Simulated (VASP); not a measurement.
A run of VASP 6.6.1:

Contents of POSCAR:

```
CsCl
1.0
    4.0120465317      0.0000000000      0.0000000000
    0.0000000000      4.0120465317      0.0000000000
    0.0000000000      0.0000000000      4.0120465317
Cs Cl
1 1
Direct
    0.0000000000      0.0000000000      0.0000000000
    0.5000000000      0.5000000000      0.5000000000
```

File INCAR.step1:

```
  ALGO = Normal
  EDIFF = 1E-5
  ENCUT = 550
  GGA = PE
  GGA_COMPAT = F
  ISMEAR = 0
  LASPH = T
  LCHARG = F
  LREAL = F
  LWAVE = T
  NBANDS = 15
  NELM = 120
  PREC = Accurate
  SIGMA = 0.02
```

Contents of INCAR.step2:

```
  ALGO = Normal
  EDIFF = 1E-6
  ENCUT = 550
  GGA_COMPAT = F
  ISIF = 2
  ISMEAR = 0
  ISTART = 1
  LASPH = T
  LCHARG = F
  LMIXTAU = T
  LREAL = F
  LWAVE = F
  METAGGA = R2SCAN
  NBANDS = 15
  NELM = 120
  PREC = Accurate
  SIGMA = 0.02
```

File KPOINTS:

```
k-points
0
Gamma
  6 6 6
```

Potentials or basis: VASP PAW PBE potentials, release 64 (Cs_sv, Cl).

Run with:

```console
$ cat potpaw_PBE.64/Cs_sv/POTCAR potpaw_PBE.64/Cl/POTCAR > POTCAR
$ cp INCAR.step1 INCAR
$ mpirun -np 1 vasp_std > vasp.out
$ cp INCAR.step2 INCAR
$ mpirun -np 1 vasp_std > vasp.out
```

Hardware: 1 thread of Intel Xeon 8259CL, on a shared host.

Question: Estimate the wall time of this run.

Answer: Run time: 73 s on 1 thread of Intel Xeon 8259CL (shared host), peak memory 0.19 GiB. Counts: k points 20.
